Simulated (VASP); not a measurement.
## Zn: electric field gradients with PBEsol

Zn:

```
CELL_PARAMETERS angstrom
2.62878 0.00000 0.00000
-1.31439 2.27659 0.00000
0.00000 0.00000 4.87984
ATOMIC_POSITIONS crystal
Zn 0.33333 0.66667 0.25000
Zn 0.66667 0.33333 0.75000
```

This cell differs from its parent crystal: volume scaled by 0.96.

```json
{
 "Program": "VASP 6.6.1",
 "Task": "electric field gradients",
 "Functional": "PBEsol",
 "Potentials or basis": "VASP PAW PBE potentials, release 64 (Zn)",
 "Cutoff": "520 eV",
 "k mesh": "16 × 16 × 8",
 "Occupations": "fermi-dirac, width 0.03 eV",
 "Spin": "no spin polarisation",
 "Dipole correction": "no",
 "Further INCAR settings": "ALGO = Normal; EDIFF = 1e-08; NBANDS = 19"
}
```

```json
{
 "Pressure": "-2.2 GPa",
 "Band gap on the k mesh": "zero (band 12 reaches 4.54 eV, above the bottom of band 13 at 0.23 eV)"
}
```

Stress tensor (GPa, compression positive):
```
-1.90  0.00  0.00
 0.00 -1.90  0.00
 0.00  0.00 -2.72
```

Levels at points of the mesh, in eV from the Fermi level:
| k point | band 9 | band 10 | band 11 | band 12 | band 13 | band 14 | band 15 | band 16 |
| --- | --- | --- | --- | --- | --- | --- | --- | --- |
| (0.00, 0.00, 0.00) | -7.40 | -7.17 | -7.17 | -3.90 | -3.05 | 13.93 | 17.62 | 17.89 |
| (0.50, 0.00, 0.00) | -6.98 | -6.96 | -3.03 | -2.24 | 2.66 | 3.52 | 4.28 | 5.75 |
| (0.00, 0.00, 0.50) | -7.26 | -7.26 | -7.26 | -7.26 | 4.66 | 4.66 | 19.23 | 19.23 |
| (0.50, 0.00, 0.50) | -6.97 | -6.97 | -2.05 | -2.05 | 0.16 | 0.16 | 10.34 | 10.34 |

Electric field gradients, principal values (V/Å²):
```tsv
atom	least	middle	greatest (by size)
1 Zn	-20.204	-20.207	40.411
2 Zn	-20.204	-20.207	40.411
```

It took 83 s on 1 thread of Intel(R) Xeon(R) Platinum 8375C CPU @ 2.90GHz (Ice Lake), on a shared host, peak memory 0.18 GiB.

Caveat: without QUAD_EFG the Cq values of the log hold for a quadrupole moment of 1 mb, not for the nuclei; the PAW data sets were made with another functional, which shifts forces and pressure a little.
